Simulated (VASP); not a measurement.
Set up this calculation in VASP 6.6.1, as the native input.

- Task: single point
- Functional: PBE
- Potentials or basis: VASP PAW PBE potentials, release 64 (K_sv, I)
- Cutoff: 520 eV
- k mesh: 4 × 4 × 4
- Occupations: gaussian, width 0.01 eV
- Spin: no spin polarisation
- Dipole correction: no
- Further INCAR settings: ALGO = Normal; EDIFF = 1e-06; NBANDS = 15

The structure of KI lies in POSCAR:

```
KI
1.0
    4.2183410350      0.0000000000      0.0000000000
    0.0000000000      4.2183410350      0.0000000000
    0.0000000000      0.0000000000      4.2183410350
K I
1 1
Direct
    0.0000000000      0.0000000000      0.0000000000
    0.5000000000      0.5000000000      0.5000000000
```

This cell differs from its parent crystal: volume changed by -5%.

The input as run:

INCAR

```
SYSTEM = KI
ALGO = Normal ; EDIFF = 1E-6
ENCUT = 520 ; GGA = PE
ISIF = 2 ; ISMEAR = 0
LASPH = .TRUE. ; LCHARG = .FALSE.
LREAL = .FALSE. ; LWAVE = .FALSE.
NBANDS = 15 ; NELM = 100
PREC = Accurate ; SIGMA = 0.01
```

KPOINTS

```
k-points
0
G
  4 4 4
  0 0 0
```

Potentials or basis: VASP PAW PBE potentials, release 64 (K_sv, I).

Launch:

```sh
$ cat potpaw_PBE.64/K_sv/POTCAR potpaw_PBE.64/I/POTCAR > POTCAR
$ mpirun -np 1 vasp_std > vasp.out
```

It gave:

| Item | Value |
| --- | --- |
| Pressure | 1.4 GPa |
| Band gap on the k mesh | 3.46 eV, indirect (least direct gap 3.85 eV) |

Caveat: spin-orbit coupling is left out, which moves the levels of the heavy elements.

Run time: 4.5 s on 1 thread of Intel(R) Xeon(R) 6975P-C (Granite Rapids), on a shared host, peak memory 0.17 GiB.
